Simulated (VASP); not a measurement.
A run of VASP 6.6.1:

File INCAR:

```
ALGO = Normal
EDIFF = 1E-7
ENCUT = 520
GGA = PE
ISIF = 2
ISMEAR = 0
LASPH = T
LCHARG = F
LREAL = F
LWAVE = F
NBANDS = 35
NELM = 100
PREC = Accurate
SIGMA = 0.02
```

Contents of KPOINTS:

```
k-points
0
Gamma
  10 10 10
```

File POSCAR:

```
SnO2
1.0
   -2.0261375586      2.0261375586      5.1813792137
    2.0261375586     -2.0261375586      5.1813792137
    2.0261375586      2.0261375586     -5.1813792137
Sn O
2 4
Direct
    0.7500000000      0.2500000000      0.5000000000
    0.0000000000      0.0000000000      0.0000000000
    0.7975932603      0.7975932603      0.0000000000
    0.9524067397      0.4524067397      0.5000000000
    0.2024067397      0.2024067397      0.0000000000
    0.5475932603      0.0475932603      0.5000000000
```

Potentials or basis: VASP PAW PBE potentials, release 64 (Sn_d, O).

The run is started by

```bash
$ cat potpaw_PBE.64/Sn_d/POTCAR potpaw_PBE.64/O/POTCAR > POTCAR
$ mpirun -np 1 vasp_std > vasp.out
```

Hardware: 1 thread of AMD EPYC 9R45 96-Core Processor (Zen 5), with other jobs on the host.

**Question.** How long does it take, and how much memory?

**Answer.** It took 5.6 min on 1 thread of AMD EPYC 9R45 96-Core Processor (Zen 5), with other jobs on the host, peak memory 0.44 GiB. Counts: scf iterations 16, k points 102.
